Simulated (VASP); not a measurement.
# Bi4Te (R32) in VASP: notebook, part 2 of 2

VASP 6.6.1. The steps go on from the part before.

## (3) Relaxation of cell and atoms, PBE

This run uses another cell than the first one, of 41.51 Å³/atom.

INCAR

```
SYSTEM = Bi4Te
PREC = Accurate
ENCUT = 600
EDIFF = 1E-7
ISMEAR = 0
SIGMA = 0.1
LREAL = .FALSE.
LASPH = .TRUE.
NELM = 60
ALGO = Fast
ISIF = 3
LWAVE = .FALSE.
LCHARG = .FALSE.
GGA = PE
IBRION = 2
NSW = 100
EDIFFG = -0.01
```

KPOINTS

```
regular mesh
0
G
  6 6 6
  0 0 0
```

POSCAR

```
Bi4Te
1.0
    3.4464965147      1.9898356905      5.0441631948
   -3.4464965147      1.9898356905      5.0441631948
    0.0000000000     -3.9796713811      5.0441631948
Bi Te
4 1
Direct
    0.5000000000      0.5000000000      0.5000000000
    0.5572315600      0.4427684400      0.0000000000
    0.0000000000      0.5572315600      0.4427684400
    0.4427684400      0.0000000000      0.5572315600
    0.0000000000      0.0000000000      0.0000000000
```

Potentials or basis: VASP PAW PBE potentials, release 64 (Bi_d, Te).

On the command line:

```bash
cat potpaw_PBE.64/Bi_d/POTCAR potpaw_PBE.64/Te/POTCAR > POTCAR
mpirun -np 1 vasp_std > vasp.out
```

OUTCAR:

```text
SYSTEM = Bi4Te
   PREC = Accurate
   ENCUT = 600
   EDIFF = 1E-7
   ISMEAR = 0
   LREAL = .FALSE.
   LASPH = .TRUE.
   NELM = 60
   ISIF = 3
   GGA = PE
   IBRION = 2
   NSW = 100
   EDIFFG = -0.01

 ion  position               nearest neighbor table
   1  0.500  0.500  0.500-   3 3.24   4 3.24   4 3.24   3 3.24   2 3.24   2 3.24
   2  0.557  0.443  0.000-   5 3.05   1 3.24   1 3.24   4 3.51   3 3.51   3 3.51   4 3.51
   3  0.000  0.557  0.443-   5 3.05   1 3.24   1 3.24   4 3.51   4 3.51   2 3.51   2 3.51
   4  0.443  0.000  0.557-   5 3.05   1 3.24   1 3.24   3 3.51   3 3.51   2 3.51   2 3.51
   5  0.000  0.000  0.000-   2 3.05   3 3.05   4 3.05

  LATTYP: Found a trigonal (rhomboedric) cell.
 ALAT       =     6.4250577147
 COS(alpha) =     0.4245181692

  Lattice vectors:

 A1 = (   3.4464965147,   1.9898356905,   5.0441631948)
 A2 = (  -3.4464965147,   1.9898356905,   5.0441631948)
 A3 = (   0.0000000000,  -3.9796713811,   5.0441631948)

Analysis of symmetry for initial positions (statically):
=====================================================================
 Subroutine PRICEL returns:
 Original cell was already a primitive cell.

 Routine SETGRP: Setting up the symmetry group for a
 trigonal (rhombohedral) supercell.

 Subroutine GETGRP returns: Found  6 space group operations
 (whereof  6 operations were pure point group operations)
 out of a pool of 12 trial point group operations.

The static configuration has the point symmetry D_3 .

Analysis of symmetry for dynamics (positions and initial velocities):
=====================================================================
 Subroutine PRICEL returns:
 Original cell was already a primitive cell.

 Routine SETGRP: Setting up the symmetry group for a
 trigonal (rhombohedral) supercell.

 Subroutine GETGRP returns: Found  6 space group operations
 (whereof  6 operations were pure point group operations)
 out of a pool of 12 trial point group operations.

The dynamic configuration has the point symmetry D_3 .

 Subroutine INISYM returns: Found  6 space group operations
[... 133 lines left out ...]
   LRPA    =     F    only Hartree local field effects (RPA)
 conjugate gradient relaxation of ions
 non-spin polarized calculation
 RMM-DIIS sequential band-by-band and
 Gauss-broadening in eV      SIGMA  =   0.10
  energy-cutoff  :      600.00
  volume of cell :      207.56
 maximum number of plane-waves:      6954
 NGX is ok and might be reduce to    54
   NGX = 25   NGY = 25   NGZ = 25

--------------------------------------- Ionic step        1  -------------------------------------------

 number of electron      66.0000010 magnetization

 Free energy of the ion-electron system (eV)
  ---------------------------------------------------
  ext. energy  EPLUGINS =         0.00000000
  ---------------------------------------------------
  free energy    TOTEN  =       -17.66153629 eV

  energy without entropy =      -17.64371437  energy(sigma->0) =      -17.65262533

------------------------ aborting loop because EDIFF is reached ----------------------------------------

  FORCE on cell =-STRESS in cart. coord.  units (eV):
  Direction    XX          YY          ZZ          XY          YZ          ZX
  --------------------------------------------------------------------------------------
  -------------------------------------------------------------------------------------
  Total       -0.2062212     -0.2062212      1.7151467      0.0000000     -0.0000000      0.0000000
  in kB       -1.5918731     -1.5918731     13.2396470      0.0000000     -0.0000000      0.0000000
  external PRESSURE =       3.3519670 kB  Pullay stress =       0.0000000 kB
[... 182 lines left out ...]
--------------------------------------- Ionic step        6  -------------------------------------------

 number of electron      66.0000002 magnetization

 Free energy of the ion-electron system (eV)
  ---------------------------------------------------
  ext. energy  EPLUGINS =         0.00000000
  ---------------------------------------------------
  free energy    TOTEN  =       -17.69264207 eV

  energy without entropy =      -17.67392099  energy(sigma->0) =      -17.68328153

 E-fermi :   4.3956     XC(G=0):  -8.3706

 val. band max:        4.3704829702   @ k =   0.5000   0.3333   0.1667
 cond. band min:       4.4121145805   @ k =  -0.3333   0.5000   0.3333
 fundamental gap:      0.0416316103
 Fermi energy:         4.3956188521

 k-point     1 :       0.0000    0.0000    0.0000
  band No.  band energies     occupation
      1     -18.6974      2.00000
      2     -18.6875      2.00000
      3     -18.6875      2.00000
      4     -18.6418      2.00000
      5     -18.6418      2.00000
      6     -18.6136      2.00000
[... 997 lines left out ...]
     38       6.6269      0.00000
     39       7.4012      0.00000

 [... further k-points ...]

------------------------ aborting loop because EDIFF is reached ----------------------------------------

  FORCE on cell =-STRESS in cart. coord.  units (eV):
  Direction    XX          YY          ZZ          XY          YZ          ZX
  --------------------------------------------------------------------------------------
  -------------------------------------------------------------------------------------
  Total       -0.0043929     -0.0043929     -0.0102739      0.0000000      0.0000000      0.0000000
  in kB       -0.0332640     -0.0332640     -0.0777967      0.0000000      0.0000000      0.0000000
  external PRESSURE =      -0.0481082 kB  Pullay stress =       0.0000000 kB
[... 20 lines left out ...]
  FREE ENERGIE OF THE ION-ELECTRON SYSTEM (eV)
  ---------------------------------------------------
  free  energy   TOTEN  =       -17.6926420747 eV

  energy  without entropy=      -17.6739209934  energy(sigma->0) =      -17.68328153

 reached required accuracy - stopping structural energy minimisation
```

Run time: 46 min. Hardware: 1 thread of Intel Xeon Platinum 8375C at 2.90GHz (Ice Lake), shared host; peak memory 0.57 GiB.

What came out:

```yaml
Free_energy: -17.6926 eV
Relaxed_volume: 42.32 Å³/atom
Relaxed_cell: a = 6.543 Å, b = 6.543 Å, c = 6.543 Å, α = 63.08°, β = 63.08°, γ = 63.08°
Space_group_after_relaxing_to_0.1_Å: R32 (No. 155)
Energy_gained_by_relaxing: 6.2 meV/atom
Ionic_steps: 6
Pressure_after_relaxing: 0.0 GPa
Largest_force_after_relaxing: 0.005 eV/Å
Band_gap_on_the_k_mesh: zero (bands 33 and 34 overlap by 1.98 eV)
```

Forces in eV/Å, atoms in the order of the input:
```
Bi   0.000  0.000  0.000
Bi  -0.005  0.000  0.000
Bi   0.002 -0.004  0.000
Bi   0.002  0.004  0.000
Te   0.000  0.000  0.000
```

The path:
```tsv
step	energy change (eV)	largest force (eV/Å)	pressure (GPa)	volume (Å³)
1	0.0000	0.0939	0.34	207.56
2	-0.0225	0.0568	0.04	210.15
3	-0.0297	0.0138	-0.27	213.21
4	-0.0299	0.0208	-0.23	212.74
5	-0.0306	0.0220	0.15	210.84
6	-0.0311	0.0048	0.00	211.59
```

Final structure:
```xyz
5
Lattice="3.4225 1.9760 5.2144 -3.4225 1.9760 5.2144 0.0000 -3.9520 5.2144" Properties=species:S:1:pos:R:3 pbc="T T T"
Bi    0.0000    0.0000    7.8215
Bi    0.4019    1.9760    5.2144
Bi    1.5103    1.3360   10.4287
Bi    1.5103   -1.3360    5.2144
Te    0.0000    0.0000    0.0000
```

Levels at points of the mesh, in eV from the Fermi level:
| k point | band 30 | band 31 | band 32 | band 33 | band 34 | band 35 | band 36 | band 37 |
| --- | --- | --- | --- | --- | --- | --- | --- | --- |
| (0.00, 0.00, 0.00) | -2.15 | -2.15 | -1.02 | 1.45 | 1.45 | 2.11 | 2.76 | 2.95 |
| (0.50, 0.00, 0.00) | -2.02 | -1.84 | -0.90 | -0.48 | 0.04 | 0.19 | 0.50 | 2.76 |
| (0.50, 0.50, 0.00) | -1.55 | -0.76 | -0.73 | -0.23 | -0.13 | 0.29 | 0.34 | 0.43 |
| (0.50, 0.50, 0.50) | -0.55 | -0.55 | -0.11 | 0.42 | 0.42 | 0.58 | 1.63 | 1.63 |

Caveat: spin-orbit coupling is left out, which moves the levels of the heavy elements.
